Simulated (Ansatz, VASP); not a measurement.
# Rh: VASP beside Ansatz

File INCAR:

```
SYSTEM = Rh
PREC     = Accurate       ! precision mode
ENCUT    = 520            ! plane-wave cutoff, eV
EDIFF    = 1E-6           ! SCF threshold, eV
ISMEAR   = 0              ! smearing method
SIGMA    = 0.15           ! smearing width, eV
LREAL    = .False.        ! projectors in reciprocal space
LASPH    = .True.         ! aspherical terms in the spheres
NELM     = 80             ! most SCF steps
ALGO     = Fast           ! electronic algorithm
ISIF     = 2              ! what is computed and relaxed
LWAVE    = .False.        ! write WAVECAR
LCHARG   = .True.         ! write CHGCAR
GGA      = PS             ! functional
LELF     = .True.         ! ELF
LVHAR    = .True.       
NBANDS   = 22             ! bands
```

File KPOINTS:

```
Automatic mesh
0
Gamma
  24 24 14
  0 0 0
```

The input POSCAR:

```
Rh
1.0
    2.5811866414      0.0000000000      0.0000000000
   -1.2905933207      2.2353732034      0.0000000000
    0.0000000000      0.0000000000      4.5021810534
Rh
2
Direct
    0.6666666667      0.3333333333      0.7500000000
    0.3333333333      0.6666666667      0.2500000000
```

Input for Ansatz:

```yaml
crystal:
  lattice:
    - [2.5811866414, 0.0, 0.0]
    - [-1.2905933207, 2.2353732034, 0.0]
    - [0.0, 0.0, 4.5021810534]
  atoms:
    - { symbol: Rh, position: [0.6666666667, 0.3333333333, 0.75] }
    - { symbol: Rh, position: [0.3333333333, 0.6666666667, 0.25] }
basis:
  ecutwfc: 420
kpoints:
  mp_grid: { grid: [24, 24, 14] }
hamiltonian:
  xc: pbesol
scf:
  occupations: { method: gaussian, width: 0.15 }
output:
  forces: true
  stress: true
  eigenvalues: true
```

Change from the starting cell: strain -0.040 along x and y, +0.040 along z, atoms carried along.

Alike in both runs: task single point; functional PBEsol; k mesh 24 × 24 × 14; occupations gaussian, width 0.15 eV; no spin polarisation.

```csv
,VASP,Ansatz
version,VASP 6.6.1,Ansatz 0.2.0
potentials or method,"VASP PAW PBE potentials, release 64 (Rh_pv), cutoff 520 eV","scalar-relativistic, plane waves, PAW"
valence electrons in the cell,30,34
```

|  | VASP | Ansatz | Ansatz less VASP |
| --- | --- | --- | --- |
| gap on the k mesh at the Fermi level (eV) | none | none | - |
| pressure (GPa) | 15.6 | 15.7 | +0.12 |
| traceless stress, the component that is largest in VASP (GPa) | -18.41 | -18.40 | +0.005 |

VASP's potentials were made for PBE, not for PBEsol. A gap of «none» marks a metal or a gap that the smearing closes. VASP's potentials hold 30 valence electrons a cell and Ansatz's 34, so a difference there can come from the potentials and not from the codes.
